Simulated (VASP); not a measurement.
Set up this calculation in VASP 6.6.1, as the native input.

```
Task                   : relaxation of cell and atoms
Functional             : PBEsol
Potentials or basis    : VASP PAW PBE potentials, release 64 (Mo_sv, Si)
Cutoff                 : 600 eV
k mesh                 : 12 × 12 × 12
Occupations            : fermi-dirac, width 0.05 eV
Spin                   : no spin polarisation
Dipole correction      : no
Further INCAR settings : ALGO = Normal; EDIFF = 1e-07; IBRION = 2; EDIFFG = -0.01; NSW = 80; ISIF = 3
```

The structure of Si2Mo lies in POSCAR:

```
Si2Mo
1.0
   -1.6000000000      1.6000000000      3.9305000000
    1.6000000000     -1.6000000000      3.9305000000
    1.6000000000      1.6000000000     -3.9305000000
Mo Si
1 2
Direct
    0.0000000000      0.0000000000      0.0000000000
    0.6670000000      0.6670000000      0.0000000000
    0.3330000000      0.3330000000      0.0000000000
```

These files were run (other wordings do the same):

INCAR

```
SYSTEM = Si2Mo
PREC     = Accurate       ! precision mode
ENCUT    = 600            ! plane-wave cutoff, eV
EDIFF    = 1E-7           ! SCF threshold, eV
ISMEAR   = -1             ! smearing method
SIGMA    = 0.05           ! smearing width, eV
LREAL    = .False.        ! projectors in reciprocal space
LASPH    = .True.         ! aspherical terms in the spheres
NELM     = 60             ! most SCF steps
ALGO     = Normal         ! electronic algorithm
ISIF     = 3              ! what is computed and relaxed
LWAVE    = .False.        ! write WAVECAR
LCHARG   = .False.        ! write CHGCAR
GGA      = PS             ! functional
IBRION   = 2              ! ionic algorithm
NSW      = 80             ! ionic steps
EDIFFG   = -0.01          ! ionic threshold
```

KPOINTS

```
Automatic mesh
0
Gamma
  12 12 12
  0 0 0
```

Potentials or basis: VASP PAW PBE potentials, release 64 (Mo_sv, Si).

The run is started by

```bash
$ cat potpaw_PBE.64/Mo_sv/POTCAR potpaw_PBE.64/Si/POTCAR > POTCAR
$ mpirun -np 1 vasp_std > vasp.out
```

It gave:

```yaml
Relaxed_volume: 13.29 Å³/atom
Relaxed_cell: a = 4.516 Å, b = 4.516 Å, c = 4.516 Å, α = 138.60°, β = 138.60°, γ = 59.98°
Space_group_after_relaxing_to_0.05_Å: I4/mmm (No. 139)
Energy_gained_by_relaxing: 2.8 meV/atom
Ionic_steps: 4
Pressure_after_relaxing: 0.0 GPa
Band_gap_on_the_k_mesh: zero (band 11 reaches 12.80 eV, above the bottom of band 12 at 11.85 eV)
```

Caveat: the PAW data sets were made with another functional, which shifts forces and pressure a little.

Wall time 6.6 min on 1 thread of Intel(R) Xeon(R) 6975P-C (Granite Rapids), with other jobs on the host, peak memory 0.29 GiB.
